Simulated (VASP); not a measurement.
# N (P6_3/mmc) in VASP: further runs

N is run at these levels: PBE+D3(BJ); tasks: single point, relaxation of cell and atoms.

All numbers are computed with VASP 6.6.1; they aren't measurements. Logs are shortened: lines on timing, memory, paths and dates and some standing lists are left out, and cuts for length are marked.

## (1) The cell of the first run

The structure is hexagonal, space group P6_3/mmc (No. 194). Conventional cell: a = 2.614 Å, b = 2.614 Å, c = 2.486 Å, α = 90.00°, β = 90.00°, γ = 120.00°. Within 2.6 Å of N (site symmetry -6m2) lie 8 N at 1.96 to 2.49 Å.

## (2) Single point, PBE+D3(BJ)

File INCAR:

```
SYSTEM = N
PREC = Accurate
ENCUT = 520
EDIFF = 1E-7
ISMEAR = 0
SIGMA = 0.1
LREAL = .FALSE.
LASPH = .TRUE.
NELM = 100
ALGO = Normal
ISIF = 2
LWAVE = .FALSE.
LCHARG = .FALSE.
GGA = PE
IVDW = 12
NBANDS = 12
```

File KPOINTS:

```
Automatic mesh
0
G
  18 18 16
  0 0 0
```

File POSCAR:

```
N
1.0
    2.6141524252      0.0000000000      0.0000000000
   -1.3070762126      2.2639224096      0.0000000000
    0.0000000000      0.0000000000      2.4858947499
N
2
Direct
    0.6666666667      0.3333333333      0.2500000000
    0.3333333333      0.6666666667      0.7500000000
```

Potentials or basis: VASP PAW PBE potentials, release 64 (N).

Launch:

```
$ cat potpaw_PBE.64/N/POTCAR > POTCAR
$ mpirun -np 1 vasp_std > vasp.out
```

OUTCAR:

```text
SYSTEM = N
   PREC = Accurate
   ENCUT = 520
   EDIFF = 1E-7
   ISMEAR = 0
   LREAL = .FALSE.
   LASPH = .TRUE.
   NELM = 100
   ISIF = 2
   GGA = PE
   IVDW = 12
 IVDW          = 12

 ion  position               nearest neighbor table
   1  0.667  0.333  0.250-
   2  0.333  0.667  0.750-

  LATTYP: Found a hexagonal cell.
 ALAT       =     2.6141524252
 C/A-ratio  =     0.9509371856

  Lattice vectors:

 A1 = (   2.6141524252,   0.0000000000,   0.0000000000)
 A2 = (  -1.3070762126,   2.2639224096,   0.0000000000)
 A3 = (   0.0000000000,   0.0000000000,   2.4858947499)

Analysis of symmetry for initial positions (statically):
=====================================================================
 Subroutine PRICEL returns:
 Original cell was already a primitive cell.

 Routine SETGRP: Setting up the symmetry group for a
 hexagonal supercell.

 Subroutine GETGRP returns: Found 24 space group operations
 (whereof 12 operations were pure point group operations)
 out of a pool of 24 trial point group operations.

The static configuration has the point symmetry D_3d.
 The point group associated with its full space group is D_6h.

Analysis of symmetry for dynamics (positions and initial velocities):
=====================================================================
 Subroutine PRICEL returns:
 Original cell was already a primitive cell.

 Routine SETGRP: Setting up the symmetry group for a
 hexagonal supercell.

 Subroutine GETGRP returns: Found 24 space group operations
 (whereof 12 operations were pure point group operations)
 out of a pool of 24 trial point group operations.

The dynamic configuration has the point symmetry D_3d.
 The point group associated with its full space group is D_6h.

 Subroutine INISYM returns: Found 24 space group operations
 (whereof 12 operations are pure point group operations),
 and found     1 'primitive' translations

----------------------------------------------------------------------------------------

                                     Primitive cell

  volume of cell :      14.7121

  direct lattice vectors                    reciprocal lattice vectors
     2.614152425  0.000000000  0.000000000     0.382533165  0.220855626  0.000000000
    -1.307076213  2.263922410  0.000000000     0.000000000  0.441711251  0.000000000
     0.000000000  0.000000000  2.485894750     0.000000000  0.000000000  0.402269646

  length of vectors
     2.614152425  2.614152425  2.485894750     0.441711251  0.441711251  0.402269646

  position of ions in fractional coordinates (direct lattice)
     0.666666667  0.333333333  0.250000000
     0.333333333  0.666666667  0.750000000

  ion indices of the primitive-cell ions
   primitive index   ion index
                 1           1
                 2           2

----------------------------------------------------------------------------------------

 KPOINTS: Automatic mesh

Automatic generation of k-mesh.
 Grid dimensions read from file:
 generate k-points for:   18   18   16

 Generating k-lattice:

  Cartesian coordinates                     Fractional coordinates (reciprocal lattice)
     0.021251842  0.012269757  0.000000000     0.055555556 -0.000000000  0.000000000
     0.000000000  0.024539514  0.000000000     0.000000000  0.055555556  0.000000000
     0.000000000  0.000000000  0.025141853     0.000000000  0.000000000  0.062500000

  Length of vectors
     0.024539514  0.024539514  0.025141853

  Shift w.r.t. Gamma in fractional coordinates (k-lattice)
     0.000000000  0.000000000  0.000000000

 Subroutine IBZKPT returns following result:
 ===========================================

 Found    333 irreducible k-points:

 Following reciprocal coordinates:
            Coordinates               Weight
  0.000000  0.000000  0.000000      1.000000
  0.055556  0.000000  0.000000      6.000000
  0.111111  0.000000  0.000000      6.000000
  0.166667  0.000000  0.000000      6.000000
  0.222222  0.000000  0.000000      6.000000
  0.277778  0.000000  0.000000      6.000000
[... 16 lines left out ...]
  0.333333  0.111111  0.000000     12.000000
  0.388889  0.111111  0.000000     12.000000
 [... further k-points ...]
   k-points           NKPTS =    333   k-points in BZ     NKDIM =    333   number of bands    NBANDS=     12
   number of dos      NEDOS =    301   number of ions     NIONS =      2
   total plane-waves  NPLWV =   7200
   dimension x,y,z NGX =    20 NGY =   20 NGZ =   18
   dimension x,y,z NGXF=    40 NGYF=   40 NGZF=   36
   ions per type =               2
   NGX,Y,Z   is equivalent  to a cutoff of  12.72, 12.72, 12.04 a.u.
   NGXF,Y,Z  is equivalent  to a cutoff of  25.44, 25.44, 24.08 a.u.
 SYSTEM =  N
   PREC   = accura    normal or accurate (medium, high low for compatibility)
   ISTART =      0    job   : 0-new  1-cont  2-samecut
   ICHARG =      2    charge: 1-file 2-atom 10-const
   ISPIN  =      1    spin polarized calculation?
   LNONCOLLINEAR =      F non collinear calculations
   LSORBIT =      F    spin-orbit coupling
   LASPH  =      T    aspherical Exc in radial PAW
   ENCUT  =  520.0 eV  38.22 Ry    6.18 a.u.   4.86  4.86  4.62*2*pi/ulx,y,z
   NELM   =    100;   NELMIN=  2; NELMDL= -5     # of ELM steps
   EDIFF  = 0.1E-06   stopping-criterion for ELM
   LREAL  =      F    real-space projection
   EDIFFG = 0.1E-05   stopping-criterion for IOM
   NSW    =      0    number of steps for IOM
   IBRION =     -1    ionic relax: 0-MD 1-quasi-New 2-CG
   NFREE  =      0    steps in history (QN), initial steepest desc. (CG)
   ISIF   =      2    stress and relaxation
   ISYM   =      2    0-nonsym 1-usesym 2-fastsym
   POTIM  = 0.5000    time-step for ionic-motion
   TEBEG  =    0.0;   TEEND  =   0.0 temperature during run
   PSTRESS=    0.0 pullay stress
   NELECT =      10.0000    total number of electrons
   NUPDOWN=      -1.0000    fix difference up-down
   EMIN   =  10.00;   EMAX   =-10.00  energy-range for DOS
   EFERMI =   0.00;   METHOD = LEGACY
   ISMEAR =     0;   SIGMA  =   0.10  broadening in eV -4-tet -1-fermi 0-gaus
   EFERMI_NEDOS =   21; number of points for ismear=-14 and -15
   IALGO  =     38    algorithm
   IMIX   =      4    mixing-type and parameters
     AMIX     =   0.40;   BMIX     =  1.00
     AMIX_MAG =   1.60;   BMIX_MAG =  1.00
  volume/ion in A,a.u.               =       7.36        49.64
  Fermi-wavevector in a.u.,A,eV,Ry     =   1.439405  2.720082 28.189743  2.071888
  Thomas-Fermi vector in A             =   2.558265
   LORBIT       =      0    0 simple, 1 ext, 2 COOP (PROOUT), +10 PAW based schemes
   GGA     = PE    functional components
   LHFCALC =     F    Hartree Fock is set to
   AEXX    =    0.0000 exact exchange contribution
   IVDW    =    12    specifies the selected vdW correction
   LEPSILON=     F    determine dielectric tensor
   LRPA    =     F    only Hartree local field effects (RPA)
 non-spin polarized calculation
 Gauss-broadening in eV      SIGMA  =   0.10
  energy-cutoff  :      520.00
  volume of cell :       14.71
 maximum number of plane-waves:       411
 NGX is ok and might be reduce to    20
   NGX =  9   NGY =  9   NGZ =  9

 number of electron      10.0000000 magnetization

 Free energy of the ion-electron system (eV)
  ---------------------------------------------------
  ext. energy  EPLUGINS =         0.00000000
  ---------------------------------------------------
  free energy    TOTEN  =        -9.42945877 eV

  energy without entropy =       -9.42574236  energy(sigma->0) =       -9.42760056

 E-fermi :   5.7379     XC(G=0): -12.5367

 val. band max:        5.7351313113   @ k =   0.1667   0.0000   0.3125
 cond. band min:       5.7400021266   @ k =   0.3889   0.1667   0.3750
 fundamental gap:      0.0048708153
 Fermi energy:         5.7379135612

 k-point     1 :       0.0000    0.0000    0.0000
  band No.  band energies     occupation
      1     -15.0970      2.00000
      2      -0.6171      2.00000
      3       1.7315      2.00000
      4       3.4573      2.00000
      5       3.4573      2.00000
      6       8.3219      0.00000
      7       8.3219      0.00000
      8      11.2853      0.00000
      9      20.3825      0.00000
     10      22.7623      0.00000
     11      30.1941      0.00000
     12      30.1941      0.00000

 k-point     2 :       0.0556    0.0000    0.0000
  band No.  band energies     occupation
      1     -15.0294      2.00000
      2      -0.8166      2.00000
      3       1.7855      2.00000
      4       3.3493      2.00000
      5       3.4722      2.00000
      6       8.2906      0.00000
      7       8.4280      0.00000
      8      11.2019      0.00000
      9      20.5425      0.00000
     10      22.7396      0.00000
     11      30.2525      0.00000
     12      30.3069      0.00000

 k-point     3 :       0.1111    0.0000    0.0000
  band No.  band energies     occupation
      1     -14.8276      2.00000
      2      -1.3812      2.00000
      3       1.9462      2.00000
      4       3.0634      2.00000
      5       3.5039      2.00000
      6       8.2133      0.00000
      7       8.7062      0.00000
      8      10.9575      0.00000
      9      20.9850      0.00000
     10      22.6551      0.00000
     11      30.4685      0.00000
     12      30.6519      0.00000
[... 286 lines left out ...]
 k-point    23 :       0.3333    0.1111    0.0000
  band No.  band energies     occupation
      1     -11.8511      2.00000
      2      -6.8037      2.00000
      3       0.1338      2.00000
      4       4.1526      2.00000
      5       4.4609      2.00000
      6       8.0426      0.00000
      7       8.1711      0.00000
      8      10.1624      0.00000
      9      20.3399      0.00000
     10      26.4315      0.00000
     11      31.1194      0.00000
     12      32.0491      0.00000

 k-point    24 :       0.3889    0.1111    0.0000
  band No.  band energies     occupation
      1     -11.1488      2.00000
      2      -7.7184      2.00000
      3      -0.0798      2.00000
      4       4.5096      2.00000
      5       4.5946      2.00000
      6       7.5339      0.00000
      7       8.2035      0.00000
      8      10.2653      0.00000
      9      20.0330      0.00000
     10      27.5419      0.00000
     11      30.6841      0.00000
     12      31.6766      0.00000

 [... further k-points ...]

------------------------ aborting loop because EDIFF is reached ----------------------------------------

 Edisp (eV)   -0.32002

 E8    (eV) :    -0.0804

  FORCE on cell =-STRESS in cart. coord.  units (eV):
  Direction    XX          YY          ZZ          XY          YZ          ZX
  --------------------------------------------------------------------------------------
  -------------------------------------------------------------------------------------
  Total      -0.01149    -0.01149    -0.00131     0.00000    -0.00000     0.00000
  in kB      -1.25163    -1.25163    -0.14251     0.00000    -0.00000     0.00000
  external pressure =       -0.88 kB  Pullay stress =        0.00 kB

 VOLUME and BASIS-vectors are now :
 -----------------------------------------------------------------------------
  energy-cutoff  :      520.00
  volume of cell :       14.71
      direct lattice vectors                 reciprocal lattice vectors
     2.614152425  0.000000000  0.000000000     0.382533165  0.220855626  0.000000000
    -1.307076213  2.263922410  0.000000000     0.000000000  0.441711251  0.000000000
     0.000000000  0.000000000  2.485894750     0.000000000  0.000000000  0.402269646

 POSITION                                       TOTAL-FORCE (eV/Angst)
 -----------------------------------------------------------------------------------
      1.30708      0.75464      0.62147        -0.000000     -0.000000      0.000000
     -0.00000      1.50928      1.86442         0.000000      0.000000      0.000000
 -----------------------------------------------------------------------------------
    total drift:                                0.000000     -0.000000      0.000000

  FREE ENERGIE OF THE ION-ELECTRON SYSTEM (eV)
  ---------------------------------------------------
  free  energy   TOTEN  =        -9.7494760211 eV

  energy  without entropy=       -9.7457596098  energy(sigma->0) =       -9.74761782
```

Run time: 30 s. Hardware: 1 thread of AMD EPYC 7R13 (Zen 3), shared host; peak memory 0.13 GiB.

What came out:

```
Free energy                : -9.7495 eV
Pressure                   : -0.1 GPa
Band gap on the k mesh     : zero (band 5 reaches 6.56 eV, above the bottom of band 6 at 2.47 eV)
Dispersion energy per atom : -0.160 eV
```

Stress tensor (GPa, compression positive):
```
-0.13  0.00  0.00
 0.00 -0.13  0.00
 0.00  0.00 -0.01
```

Caveat: pairwise dispersion overbinds metals, which lowers pressure and volume.

## (3) Relaxation of cell and atoms, PBE+D3(BJ)

File INCAR:

```
ALGO = Normal
EDIFF = 1E-6
EDIFFG = -0.005
ENCUT = 600
GGA = PE
IBRION = 2
ISIF = 3
ISMEAR = 0
IVDW = 12
LASPH = True
LCHARG = False
LREAL = False
LWAVE = False
NELM = 100
NSW = 100
PREC = Accurate
SIGMA = 0.1
```

File KPOINTS:

```
k-points
0
Gamma
  18 18 16
```

File POSCAR:

```
N
1.0
    2.6144572166      0.0000000000      0.0000000000
   -1.3072286083      2.2641863667      0.0000000000
    0.0000000000      0.0000000000      2.4857087324
N
2
Direct
    0.6666666667      0.3333333333      0.2500000000
    0.3333333333      0.6666666667      0.7500000000
```

Potentials or basis: VASP PAW PBE potentials, release 64 (N).

Launch:

```
$ cat potpaw_PBE.64/N/POTCAR > POTCAR
$ mpirun -np 1 vasp_std > vasp.out
```

Run time: 1.9 min. Hardware: 1 thread of AMD EPYC 7R13 (Zen 3), shared host; peak memory 0.14 GiB.

The run converged. Its results:

```yaml
Free_energy: -9.7545 eV
Relaxed_volume: 7.34 Å³/atom
Relaxed_cell: a = 2.612 Å, b = 2.612 Å, c = 2.486 Å, α = 90.00°, β = 90.00°, γ = 120.00°
Space_group_after_relaxing_to_0.05_Å: P6_3/mmc (No. 194)
Energy_gained_by_relaxing: 0.0 meV/atom
Ionic_steps: 6
Pressure_after_relaxing: 0.0 GPa
Band_gap_on_the_k_mesh: zero (band 5 reaches 6.58 eV, above the bottom of band 6 at 2.48 eV)
Dispersion_energy_per_atom: -0.160 eV
```

Stress tensor (GPa, compression positive):
```
 0.06  0.00  0.00
 0.00  0.06  0.00
 0.00  0.00 -0.02
```

Final structure:
```
CELL_PARAMETERS angstrom
2.61232 0.00000 0.00000
-1.30616 2.26233 0.00000
0.00000 0.00000 2.48556
ATOMIC_POSITIONS crystal
N 0.66667 0.33333 0.25000
N 0.33333 0.66667 0.75000
```

Levels at points of the mesh, in eV from the Fermi level:
| k point | band 3 | band 4 | band 5 | band 6 | band 7 | band 8 |
| --- | --- | --- | --- | --- | --- | --- |
| (0.00, 0.00, 0.00) | -4.02 | -2.28 | -2.28 | 2.59 | 2.59 | 5.56 |
| (0.50, 0.00, 0.00) | -4.63 | -2.40 | -1.12 | 1.74 | 2.57 | 4.68 |
| (0.00, 0.00, 0.50) | 0.49 | 0.49 | 0.49 | 0.49 | 1.43 | 1.43 |
| (0.50, 0.00, 0.50) | -7.77 | -7.77 | -0.66 | -0.66 | 3.70 | 3.70 |

Caveat: pairwise dispersion overbinds metals, which lowers pressure and volume.
